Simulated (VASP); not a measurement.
Set up this calculation in VASP 6.6.1, as the native input.

```yaml
Task: single point
Functional: PBE
Potentials_or_basis: VASP PAW PBE potentials, release 64 (Mn_pv, Ru_pv, N)
Cutoff: 520 eV
k_mesh: 6 × 6 × 2
Occupations: gaussian, width 0.1 eV
Spin: collinear spin, ferromagnetic start
Starting_moments: "[4.0, 4.0, 1.0, 0.0, 0.0, 0.0] μB"
Dipole_correction: no
Further_INCAR_settings: ALGO = Normal; EDIFF = 1e-06; NBANDS = 40
```

The structure of Mn2RuN3 lies in POSCAR:

```
Mn2RuN3
1.0
    3.7644250370      0.0000000000      0.0000000000
   -1.8822125185      3.2600877127      0.0000000000
    0.0000000000      0.0000000000      7.0959324116
Mn Ru N
2 1 3
Direct
    0.3333333333      0.6666666667      0.5000000000
    0.3333333333      0.6666666667      0.0000000000
    0.6666666667      0.3333333333      0.5000000000
    0.3333333333      0.6666666667      0.2550801346
    0.3333333333      0.6666666667      0.7449198654
    0.6666666667      0.3333333333      0.0000000000
```

The cell was generated, and may not be a known phase.

The input as run:

INCAR

```
SYSTEM = Mn2RuN3
PREC = Accurate
ENCUT = 520
EDIFF = 1E-6
ISMEAR = 0
SIGMA = 0.1
LREAL = .False.
LASPH = .True.
NELM = 150
ALGO = Normal
ISIF = 2
LWAVE = .False.
LCHARG = .True.
ISPIN = 2
MAGMOM = 4 4 1 0 0 0
LORBIT = 11
LMAXMIX = 4
GGA = PE
LELF = .True.
LVHAR = .True.
NBANDS = 40
```

KPOINTS

```
regular mesh
0
Gamma
  6 6 2
  0 0 0
```

Potentials or basis: VASP PAW PBE potentials, release 64 (Mn_pv, Ru_pv, N).

Run with:

```sh
$ cat potpaw_PBE.64/Mn_pv/POTCAR potpaw_PBE.64/Ru_pv/POTCAR potpaw_PBE.64/N/POTCAR > POTCAR
$ mpirun -np 1 vasp_std > vasp.out
```

Results of the run:

```yaml
Pressure: -4.9 GPa
Largest_force: 0.742 eV/Å
Net_moment: 1.37 μB per cell
Site_moments: Mn +0.14, -0.08; Ru +0.99; N +0.10, -0.02 (each value once) μB
Valence_electrons_inside_the_program's_atomic_spheres: Mn 12.53, 11.69; Ru 12.67; N 3.60, 3.41 (each value once)
```

Caveat: the k points lie up to 0.44 Å⁻¹ apart; the run started ferromagnetic, and an antiferromagnetic order may lie lower in energy.

Wall time 120 s on 1 thread of Intel(R) Xeon(R) 6975P-C (Granite Rapids), on a shared host, peak memory 0.27 GiB.
